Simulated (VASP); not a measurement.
# Pb (Fd-3m) in VASP: further runs

The runs below take Pb through relaxation of cell and atoms, with LDA.

Program: VASP 6.6.1. These are calculated values, not measurements. Logs are shortened: lines on timing, memory, paths and dates and some standing lists are left out, and cuts for length are marked.

### 1 The cell of the first run

The structure is cubic, space group Fd-3m (No. 227). The conventional cell has a = 6.878 Å, b = 6.878 Å, c = 6.878 Å, α = 90.00°, β = 90.00°, γ = 90.00°. Within 3.9 Å of Pb (site symmetry -43m) lie 4 Pb at 2.98 Å.

This isn't the form of Pb at room conditions, which is fcc.

### 2 Relaxation of cell and atoms, LDA, target pressure 10 GPa, at which the enthalpy is minimised

INCAR

```
  PREC = Accurate
  ENCUT = 600
  EDIFF = 1E-7
  ISMEAR = -1
  SIGMA = 0.05
  LREAL = F
  LASPH = T
  NELM = 100
  ALGO = Normal
  ISIF = 3
  LWAVE = F
  LCHARG = F
  IBRION = 2
  NSW = 80
  EDIFFG = -0.005
  PSTRESS = 100.0
```

KPOINTS

```
regular mesh
0
Gamma
  7 7 7
```

POSCAR

```
Pb
1.0
    0.0000000000      3.4390000555      3.4390000555
    3.4390000555      0.0000000000      3.4390000555
    3.4390000555      3.4390000555      0.0000000000
Pb
2
Direct
    0.2500000000      0.2500000000      0.2500000000
    0.0000000000      0.0000000000      0.0000000000
```

Potentials or basis: VASP PAW LDA potentials, release 64 (Pb_d).

Started as:

```sh
cat potpaw_LDA.64/Pb_d/POTCAR > POTCAR
mpirun -np 1 vasp_std > vasp.out
```

OUTCAR:

```text
PREC = Accurate
   ENCUT = 600
   EDIFF = 1E-7
   ISMEAR = -1
   LREAL = F
   LASPH = T
   NELM = 100
   ISIF = 3
   IBRION = 2
   NSW = 80
   EDIFFG = -0.005
   PSTRESS = 100.0

 ion  position               nearest neighbor table
   1  0.250  0.250  0.250-   2 2.98   2 2.98   2 2.98   2 2.98
   2  0.000  0.000  0.000-   1 2.98   1 2.98   1 2.98   1 2.98

  LATTYP: Found a face centered cubic cell.
 ALAT       =     6.8780001110

  Lattice vectors:

 A1 = (   0.0000000000,   3.4390000555,   3.4390000555)
 A2 = (   3.4390000555,   0.0000000000,   3.4390000555)
 A3 = (   3.4390000555,   3.4390000555,   0.0000000000)

Analysis of symmetry for initial positions (statically):
=====================================================================
 Subroutine PRICEL returns:
 Original cell was already a primitive cell.

 Routine SETGRP: Setting up the symmetry group for a
 face centered cubic supercell.

 Subroutine GETGRP returns: Found 48 space group operations
 (whereof 24 operations were pure point group operations)
 out of a pool of 48 trial point group operations.

The static configuration has the point symmetry T_d .
 The point group associated with its full space group is O_h .

Analysis of symmetry for dynamics (positions and initial velocities):
=====================================================================
 Subroutine PRICEL returns:
 Original cell was already a primitive cell.

 Routine SETGRP: Setting up the symmetry group for a
 face centered cubic supercell.

 Subroutine GETGRP returns: Found 48 space group operations
 (whereof 24 operations were pure point group operations)
 out of a pool of 48 trial point group operations.

The dynamic configuration has the point symmetry T_d .
 The point group associated with its full space group is O_h .

 Subroutine INISYM returns: Found 48 space group operations
 (whereof 24 operations are pure point group operations),
 and found     1 'primitive' translations

----------------------------------------------------------------------------------------

                                     Primitive cell

  volume of cell :      81.3442

  direct lattice vectors                    reciprocal lattice vectors
     0.000000000  3.439000056  3.439000056    -0.145391100  0.145391100  0.145391100
     3.439000056  0.000000000  3.439000056     0.145391100 -0.145391100  0.145391100
     3.439000056  3.439000056  0.000000000     0.145391100  0.145391100 -0.145391100

  length of vectors
[... 28 lines left out ...]

  Shift w.r.t. Gamma in fractional coordinates (k-lattice)
     0.000000000  0.000000000  0.000000000

 Subroutine IBZKPT returns following result:
 ===========================================

 Found     20 irreducible k-points:

 Following reciprocal coordinates:
            Coordinates               Weight
  0.000000  0.000000  0.000000      1.000000
  0.142857  0.000000  0.000000      8.000000
  0.285714  0.000000  0.000000      8.000000
  0.428571  0.000000  0.000000      8.000000
  0.142857  0.142857  0.000000      6.000000
  0.285714  0.142857  0.000000     24.000000
[... 12 lines left out ...]
 -0.428571  0.428571  0.142857     24.000000
 -0.285714  0.428571  0.142857     24.000000
   k-points           NKPTS =     20   k-points in BZ     NKDIM =     20   number of bands    NBANDS=     18
   number of dos      NEDOS =    301   number of ions     NIONS =      2
   total plane-waves  NPLWV =  64000
   dimension x,y,z NGX =    40 NGY =   40 NGZ =   40
   dimension x,y,z NGXF=    80 NGYF=   80 NGZF=   80
   ions per type =               2
   NGX,Y,Z   is equivalent  to a cutoff of  13.67, 13.67, 13.67 a.u.
   NGXF,Y,Z  is equivalent  to a cutoff of  27.35, 27.35, 27.35 a.u.
 SYSTEM =  unknown system
   PREC   = accura    normal or accurate (medium, high low for compatibility)
   ISTART =      0    job   : 0-new  1-cont  2-samecut
   ICHARG =      2    charge: 1-file 2-atom 10-const
   ISPIN  =      1    spin polarized calculation?
   LNONCOLLINEAR =      F non collinear calculations
   LSORBIT =      F    spin-orbit coupling
   LASPH  =      T    aspherical Exc in radial PAW
   ENCUT  =  600.0 eV  44.10 Ry    6.64 a.u.   9.71  9.71  9.71*2*pi/ulx,y,z
   NELM   =    100;   NELMIN=  2; NELMDL= -5     # of ELM steps
   EDIFF  = 0.1E-06   stopping-criterion for ELM
   LREAL  =      F    real-space projection
   EDIFFG = -.5E-02   stopping-criterion for IOM
   NSW    =     80    number of steps for IOM
   IBRION =      2    ionic relax: 0-MD 1-quasi-New 2-CG
   NFREE  =      1    steps in history (QN), initial steepest desc. (CG)
   ISIF   =      3    stress and relaxation
   ISYM   =      2    0-nonsym 1-usesym 2-fastsym
   POTIM  = 0.5000    time-step for ionic-motion
   TEBEG  =    0.0;   TEEND  =   0.0 temperature during run
   PSTRESS=  100.0 pullay stress
   NELECT =      28.0000    total number of electrons
   NUPDOWN=      -1.0000    fix difference up-down
   EMIN   =  10.00;   EMAX   =-10.00  energy-range for DOS
   EFERMI =   0.00;   METHOD = LEGACY
   ISMEAR =    -1;   SIGMA  =   0.05  broadening in eV -4-tet -1-fermi 0-gaus
   EFERMI_NEDOS =   21; number of points for ismear=-14 and -15
   IALGO  =     38    algorithm
   IMIX   =      4    mixing-type and parameters
     AMIX     =   0.40;   BMIX     =  1.00
     AMIX_MAG =   1.60;   BMIX_MAG =  1.00
  volume/ion in A,a.u.               =      40.67       274.47
  Fermi-wavevector in a.u.,A,eV,Ry     =   1.147322  2.168124 17.909999  1.316348
  Thomas-Fermi vector in A             =   2.284002
   LORBIT       =      0    0 simple, 1 ext, 2 COOP (PROOUT), +10 PAW based schemes
   GGA     = CA    functional components
   LHFCALC =     F    Hartree Fock is set to
   AEXX    =    0.0000 exact exchange contribution
   IVDW    =     0    specifies the selected vdW correction
   LEPSILON=     F    determine dielectric tensor
   LRPA    =     F    only Hartree local field effects (RPA)
 conjugate gradient relaxation of ions
 non-spin polarized calculation
  energy-cutoff  :      600.00
  volume of cell :       81.34
 maximum number of plane-waves:      2734
   NGX = 19   NGY = 19   NGZ = 19

--------------------------------------- Ionic step        1  -------------------------------------------

 number of electron      28.0000004 magnetization

 Free energy of the ion-electron system (eV)
  ---------------------------------------------------
  ext. energy  EPLUGINS =         0.00000000
  ---------------------------------------------------
  free energy    TOTEN  =        -7.88789594 eV

  energy without entropy =       -7.88179401  energy(sigma->0) =       -7.88484497

 E-fermi :   4.0463     XC(G=0):  -8.7630

 val. band max:        4.0160508297   @ k =  -0.1429   0.1429   0.0000
 cond. band min:       4.0629195450   @ k =   0.1429   0.0000   0.0000
 fundamental gap:      0.0468687153
 Fermi energy:         4.0463196415
[... 1072 lines left out ...]
--------------------------------------- Ionic step        7  -------------------------------------------

 number of electron      27.9999996 magnetization

 Free energy of the ion-electron system (eV)
  ---------------------------------------------------
  ext. energy  EPLUGINS =         0.00000000
  ---------------------------------------------------
  free energy    TOTEN  =        -7.53554013 eV

  energy without entropy =       -7.53036679  energy(sigma->0) =       -7.53295346

 E-fermi :   6.1931     XC(G=0):  -9.6808

 val. band max:        6.1295575498   @ k =  -0.1429   0.1429   0.0000
 cond. band min:       6.2511656981   @ k =   0.1429   0.0000   0.0000
 fundamental gap:      0.1216081484
 Fermi energy:         6.1930783895
[... 451 lines left out ...]
  energy  without entropy=       -7.5303667921  energy(sigma->0) =       -7.53295346

  enthalpy is  TOTEN    =        -3.4078834544 eV   P V=        4.1276566727

 reached required accuracy - stopping structural energy minimisation
```

OSZICAR:

```text
N       E                     dE             d eps       ncg     rms          rms(c)
DAV:   1     0.289429511060E+03    0.28943E+03   -0.15173E+04   720   0.187E+03
DAV:   2     0.125354204668E+02   -0.27689E+03   -0.27345E+03   720   0.435E+02
DAV:   3    -0.731476760885E+01   -0.19850E+02   -0.19712E+02   882   0.147E+02
[... 65 lines left out ...]
DAV:   2    -0.753580500873E+01    0.17340E-02   -0.39092E-03   914   0.127E+00    0.829E-02
DAV:   3    -0.753554287634E+01    0.26213E-03   -0.11673E-03   924   0.636E-01    0.754E-03
DAV:   4    -0.753554025223E+01    0.26241E-05   -0.36834E-05   764   0.740E-02    0.304E-03
DAV:   5    -0.753554014433E+01    0.10790E-06   -0.48169E-06   958   0.298E-02    0.288E-03
DAV:   6    -0.753554012709E+01    0.17237E-07   -0.63731E-07   734   0.147E-02
   7 F= -.34078835E+01 E0= -.34052968E+01  d E =-.662750E-04
```

CONTCAR:

```text
Pb
   1.00000000000000
     0.0000000000000000    3.2096774013328355    3.2096774013328355
     3.2096774013328351    0.0000000000000000    3.2096774013328355
     3.2096774013328351    3.2096774013328355   -0.0000000000000000
  Pb
     2
Direct
     0.2500000000000000    0.2500000000000000    0.2500000000000000
     0.0000000000000000    0.0000000000000000    0.0000000000000000

  0.00000000E+00  0.00000000E+00  0.00000000E+00
  0.00000000E+00  0.00000000E+00  0.00000000E+00
```

It took 4.3 min on 1 thread of Intel Xeon 8259CL, shared host; peak memory 0.21 GiB.

What came out:

```
Free energy                                                : -7.5355 eV
Relaxed volume                                             : 33.07 Å³/atom
Relaxed cell                                               : a = 4.539 Å, b = 4.539 Å, c = 4.539 Å, α = 60.00°, β = 60.00°, γ = 60.00°
Space group after relaxing (to 0.1 Å)                      : Fd-3m (No. 227)
Energy change on relaxing (the run minimises the enthalpy) : +176.2 meV/atom
Ionic steps                                                : 7
Pressure after relaxing                                    : 10.0 GPa
Band gap on the k mesh                                     : zero (bands 14 and 15 overlap by 1.33 eV)
```

Step by step:
```csv
step,energy change (eV),largest force (eV/Å),pressure (GPa),volume (Å³)
1,0.0000,0.0000,-0.63,81.34
2,1.9754,0.0000,35.70,53.54
3,0.3168,0.0000,9.33,66.72
4,0.3433,0.0000,9.84,66.28
5,0.3608,0.0000,10.16,66.00
6,0.3425,0.0000,9.81,66.29
7,0.3524,0.0000,10.00,66.13
```

Final structure:
```
CELL_PARAMETERS angstrom
0.00000 3.20968 3.20968
3.20968 0.00000 3.20968
3.20968 3.20968 0.00000
ATOMIC_POSITIONS crystal
Pb 0.25000 0.25000 0.25000
Pb 0.00000 0.00000 0.00000
```

Caveat: the cell is relaxed towards a set pressure, so the run minimises the enthalpy, not the energy; the volume moved by over 15 % at a fixed basis, so the end points are rough; spin-orbit coupling is left out, which moves the levels of the heavy elements.

### 3 Relaxation of cell and atoms, LDA, target pressure 20 GPa, at which the enthalpy is minimised

INCAR

```
PREC = Accurate ; ENCUT = 600
EDIFF = 1E-6 ; ISMEAR = -1
SIGMA = 0.05 ; LREAL = F
LASPH = T ; NELM = 80
ALGO = Normal ; ISIF = 3
LWAVE = F ; LCHARG = F
IBRION = 2 ; NSW = 80
EDIFFG = -0.005 ; PSTRESS = 200.0
```

KPOINTS is that of step 2.

POSCAR is that of step 2.

Potentials or basis: VASP PAW LDA potentials, release 64 (Pb_d).

Started as:

```sh
cat potpaw_LDA.64/Pb_d/POTCAR > POTCAR
mpirun -np 1 vasp_std > vasp.out
```

Run time: 7.3 min. Hardware: 1 thread of Intel Xeon 8259CL, shared host; peak memory 0.22 GiB.

Results (log left out):

```yaml
Free_energy: -6.9432 eV
Relaxed_volume: 29.81 Å³/atom
Relaxed_cell: a = 4.385 Å, b = 4.385 Å, c = 4.385 Å, α = 60.00°, β = 60.00°, γ = 60.00°
Space_group_after_relaxing_to_0.1_Å: Fd-3m (No. 227)
Energy_change_on_relaxing_the_run_minimises_the_enthalpy: +472.3 meV/atom
Ionic_steps: 20
Pressure_after_relaxing: 20.0 GPa
Band_gap_on_the_k_mesh: zero (bands 14 and 15 overlap by 1.26 eV)
```

The path:
```csv
step,energy change (eV),largest force (eV/Å),pressure (GPa),volume (Å³)
1,0.0000,0.0000,-0.64,81.34
2,14.5566,0.0000,234.37,33.94
3,0.6291,0.0000,14.89,62.53
4,0.7736,0.0000,17.23,61.09
5,0.9551,0.0000,20.15,59.53
6,0.9066,0.0000,19.41,59.93
7,0.9088,0.0000,19.41,59.91
8,0.9153,0.0000,19.50,59.85
9,0.9153,0.0000,19.52,59.85
10,0.9156,0.0000,19.51,59.85
11,0.9161,0.0000,19.55,59.85
12,0.9172,0.0000,19.56,59.84
13,0.9193,0.0000,19.58,59.82
14,0.9234,0.0000,19.64,59.79
15,0.9319,0.0000,19.75,59.72
16,0.9488,0.0000,20.05,59.58
17,0.9459,0.0000,20.04,59.61
18,0.9387,0.0000,19.94,59.66
19,0.9430,0.0000,19.95,59.63
20,0.9447,0.0000,19.98,59.62
```

Final structure:
```cif
data_structure
_symmetry_space_group_name_H-M 'P 1'
_symmetry_Int_Tables_number 1
_cell_length_a 4.3849
_cell_length_b 4.3849
_cell_length_c 4.3849
_cell_angle_alpha 60.000
_cell_angle_beta 60.000
_cell_angle_gamma 60.000
_cell_volume 59.62
loop_
_atom_site_label
_atom_site_type_symbol
_atom_site_fract_x
_atom_site_fract_y
_atom_site_fract_z
_atom_site_occupancy
Pb1 Pb 0.25000 0.25000 0.25000 1
Pb2 Pb 0.00000 0.00000 0.00000 1
```

Levels at points of the mesh, in eV from the Fermi level:
| k point | band 10 | band 11 | band 12 | band 13 | band 14 | band 15 | band 16 | band 17 | band 18 |
| --- | --- | --- | --- | --- | --- | --- | --- | --- | --- |
| (0.00, 0.00, 0.00) | -17.01 | -13.46 | -2.06 | 0.60 | 0.60 | 0.60 | 2.59 | 2.59 | 2.59 |

Caveat: the cell is relaxed towards a set pressure, so the run minimises the enthalpy, not the energy; the volume moved by over 15 % at a fixed basis, so the end points are rough; spin-orbit coupling is left out, which moves the levels of the heavy elements.

The gap in the log of VASP goes by the Fermi energy; the results here count the filled bands.